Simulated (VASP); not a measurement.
# MnO (P1) in VASP: single point with PBE

Aim: the single point of MnO with PBE.

All numbers are computed with VASP 6.6.1; they aren't measurements. Logs are shortened: lines on timing, memory, paths and dates and some standing lists are left out, and cuts for length are marked.

## Step 1: The cell of the first run

The typed cell holds 4 atoms: a = 5.450 Å, b = 5.450 Å, c = 5.450 Å, α = 33.56°, β = 33.56°, γ = 33.56°.

## Step 2: Single point, PBE, collinear spin, ferromagnetic start

Contents of INCAR:

```
SYSTEM = MnO
  ALGO = Normal
  EDIFF = 1E-6
  ENCUT = 600
  GGA = PE
  GGA_COMPAT = .FALSE.
  ISIF = 2
  ISMEAR = 0
  ISPIN = 2
  LASPH = .TRUE.
  LCHARG = .FALSE.
  LMAXMIX = 4
  LORBIT = 11
  LREAL = .FALSE.
  LWAVE = .FALSE.
  MAGMOM = 5 5 0 0
  NBANDS = 31
  NELM = 200
  NUPDOWN = 10.0
  PREC = Accurate
  SIGMA = 0.01
```

Contents of KPOINTS:

```
k-points
0
G
  1 1 1
  0 0 0
```

Contents of POSCAR:

```
MnO
1.0
    4.4500000000      2.2250000000      2.2250000000
    2.2250000000      4.4500000000      2.2250000000
    2.2250000000      2.2250000000      4.4500000000
Mn O
2 2
Direct
    0.0000000000      0.0000000000      0.0000000000
    0.5000000000      0.5000000000      0.5000000000
    0.2620000000      0.2430000000      0.2550000000
    0.7500000000      0.7500000000      0.7500000000
```

Potentials or basis: VASP PAW PBE potentials, release 64 (Mn_pv, O).

Started as:

```
> cat potpaw_PBE.64/Mn_pv/POTCAR potpaw_PBE.64/O/POTCAR > POTCAR
> mpirun -np 1 vasp_gam > vasp.out
```

OUTCAR:

```text
SYSTEM = MnO
   EDIFF = 1E-6
   ENCUT = 600
   GGA = PE
   ISIF = 2
   ISMEAR = 0
   ISPIN = 2
   LASPH = .TRUE.
   LORBIT = 11
   LREAL = .FALSE.
   NELM = 200
   NUPDOWN = 10.0
   PREC = Accurate

 ion  position               nearest neighbor table
   1  0.000  0.000  0.000-   3 2.18   3 2.19   3 2.22   4 2.23   4 2.23   4 2.23   2 3.15   2 3.15
                             2 3.15   2 3.15   2 3.15   2 3.15
   2  0.500  0.500  0.500-   4 2.23   4 2.23   4 2.23   3 2.23   3 2.26   3 2.27   1 3.15   1 3.15
                             1 3.15   1 3.15   1 3.15   1 3.15
   3  0.262  0.243  0.255-   1 2.18   1 2.19   1 2.22   2 2.23   2 2.26   2 2.27
   4  0.750  0.750  0.750-   2 2.23   2 2.23   2 2.23   1 2.23   1 2.23   1 2.23

  LATTYP: Found a trigonal (rhomboedric) cell.
 ALAT       =     5.4501146777
 COS(alpha) =     0.8333333333

  Lattice vectors:

 A1 = (   4.4500000000,   2.2250000000,   2.2250000000)
 A2 = (   2.2250000000,   4.4500000000,   2.2250000000)
 A3 = (   2.2250000000,   2.2250000000,   4.4500000000)

Analysis of symmetry for initial positions (statically):
=====================================================================
 Subroutine PRICEL returns:
 Original cell was already a primitive cell.

 Routine SETGRP: Setting up the symmetry group for a
 trigonal (rhombohedral) supercell.

 Subroutine GETGRP returns: Found  1 space group operations
 (whereof  1 operations were pure point group operations)
 out of a pool of 12 trial point group operations.

The static configuration has the point symmetry C_1 .

Analysis of symmetry for dynamics (positions and initial velocities):
=====================================================================
 Subroutine PRICEL returns:
 Original cell was already a primitive cell.

 Routine SETGRP: Setting up the symmetry group for a
 trigonal (rhombohedral) supercell.

 Subroutine GETGRP returns: Found  1 space group operations
 (whereof  1 operations were pure point group operations)
 out of a pool of 12 trial point group operations.

The dynamic configuration has the point symmetry C_1 .

Analysis of structural, dynamic, and magnetic symmetry:
=====================================================================
 Subroutine PRICEL returns:
 Original cell was already a primitive cell.

 Routine SETGRP: Setting up the symmetry group for a
[... 111 lines left out ...]
   GGA     = PE    functional components
   LHFCALC =     F    Hartree Fock is set to
   AEXX    =    0.0000 exact exchange contribution
   IVDW    =     0    specifies the selected vdW correction
   LEPSILON=     F    determine dielectric tensor
   LRPA    =     F    only Hartree local field effects (RPA)
 spin polarized calculation
 Gauss-broadening in eV      SIGMA  =   0.01
  energy-cutoff  :      600.00
  volume of cell :       44.06
 maximum number of plane-waves:       740
 NGX is ok and might be reduce to    42
   NGX = 21   NGY = 21   NGZ = 21

 number of electron      38.0000000 magnetization      10.0000000

 number of electron      37.9999997 magnetization       9.9999999

 Free energy of the ion-electron system (eV)
  ---------------------------------------------------
  ext. energy  EPLUGINS =         0.00000000
  ---------------------------------------------------
  free energy    TOTEN  =       -26.47741357 eV

  energy without entropy =      -26.47539776  energy(sigma->0) =      -26.47640566

 E-fermi :   5.6053     XC(G=0): -11.7796

 val. band max:        7.7207028895   @ k =   0.0000   0.0000   0.0000
 cond. band min:       7.4426741528   @ k =   0.0000   0.0000   0.0000
 fundamental gap:     -0.2780287367
 Fermi energy:         7.7308478253

 spin component 1

 k-point     1 :       0.0000    0.0000    0.0000
  band No.  band energies     occupation
      1     -44.2276      1.00000
      2     -44.1696      1.00000
      3     -44.0147      1.00000
      4     -43.9496      1.00000
      5     -43.9204      1.00000
      6     -43.8646      1.00000
[... 23 lines left out ...]
     30      21.0548      0.00000
     31      23.4248      0.00000
 Fermi energy:         5.6053308846

 spin component 2

 k-point     1 :       0.0000    0.0000    0.0000
  band No.  band energies     occupation
      1     -39.7177      1.00000
      2     -39.6209      1.00000
      3     -39.4659      1.00000
      4     -39.4023      1.00000
      5     -39.2285      1.00000
      6     -39.1911      1.00000
[... 23 lines left out ...]
     30      22.7861      0.00000
     31      25.2502      0.00000

------------------------ aborting loop because EDIFF is reached ----------------------------------------

  FORCE on cell =-STRESS in cart. coord.  units (eV):
  Direction    XX          YY          ZZ          XY          YZ          ZX
  --------------------------------------------------------------------------------------
  -------------------------------------------------------------------------------------
  Total        3.3112247      9.3397812      6.3396216     -0.6596109     -0.2612821     -0.9948346
  in kB      120.4062971    339.6231194    230.5281072    -23.9854757     -9.5010179    -36.1752393
  external PRESSURE =     230.1858412 kB  Pullay stress =       0.0000000 kB

 VOLUME and BASIS-vectors are now :
 -----------------------------------------------------------------------------
  energy-cutoff  :      600.00
  volume of cell :       44.06
      direct lattice vectors                 reciprocal lattice vectors
     4.450000000  2.225000000  2.225000000     0.337078652 -0.112359551 -0.112359551
     2.225000000  4.450000000  2.225000000    -0.112359551  0.337078652 -0.112359551
     2.225000000  2.225000000  4.450000000    -0.112359551 -0.112359551  0.337078652

 POSITION                                       TOTAL-FORCE (eV/Angst)
 -----------------------------------------------------------------------------------
      0.00000      0.00000      0.00000        -0.545165     -0.106529     -0.408156
      4.45000      4.45000      4.45000        -0.546725     -0.127589     -0.427999
      2.27395      2.23168      2.25838         0.935332      0.267421      0.627381
      6.67500      6.67500      6.67500         0.156558     -0.033304      0.208774
 -----------------------------------------------------------------------------------
    total drift:                                0.000066     -0.000062     -0.000088

  FREE ENERGIE OF THE ION-ELECTRON SYSTEM (eV)
  ---------------------------------------------------
  free  energy   TOTEN  =       -26.4774135694 eV

  energy  without entropy=      -26.4753977557  energy(sigma->0) =      -26.47640566

 total charge

# of ion       s       p       d       tot
------------------------------------------
    1        0.367   6.062   4.839  11.268
    2        0.381   6.060   4.819  11.260
    3        1.549   3.528   0.000   5.077
    4        1.548   3.529   0.000   5.077
--------------------------------------------------
tot          3.844  19.180   9.658  32.682

 magnetization (x)

# of ion       s       p       d       tot
------------------------------------------
    1        0.181   0.007   4.110   4.298
    2        0.193   0.008   4.214   4.414
    3        0.111   0.068   0.000   0.179
    4        0.111   0.066   0.000   0.177
--------------------------------------------------
tot          0.595   0.149   8.324   9.068
```

Run time: 70 s. Hardware: 1 thread of Intel Xeon 6975P-C, shared host; peak memory 0.39 GiB.

What came out:

```yaml
Free_energy: -26.4774 eV
Pressure: 23.0 GPa
Largest_force: 1.158 eV/Å
Net_moment: 10.00 μB per cell
Site_moments: Mn +4.30, +4.41; O +0.18 μB
Valence_electrons_inside_the_program's_atomic_spheres: Mn 11.27, 11.26; O 5.08
```

Forces on the atoms (eV/Å):
```
Mn  -0.545 -0.107 -0.408
Mn  -0.547 -0.128 -0.428
O    0.935  0.267  0.627
O    0.157 -0.033  0.209
```

Caveat: the k points lie up to 2.34 Å⁻¹ apart; the total moment is fixed, so each spin has its own Fermi level; only a ferromagnetic start was run, and an antiferromagnetic order may lie lower in energy; forces of over 1 eV/Å act on the atoms, so gaps and moduli don't describe the material at rest.
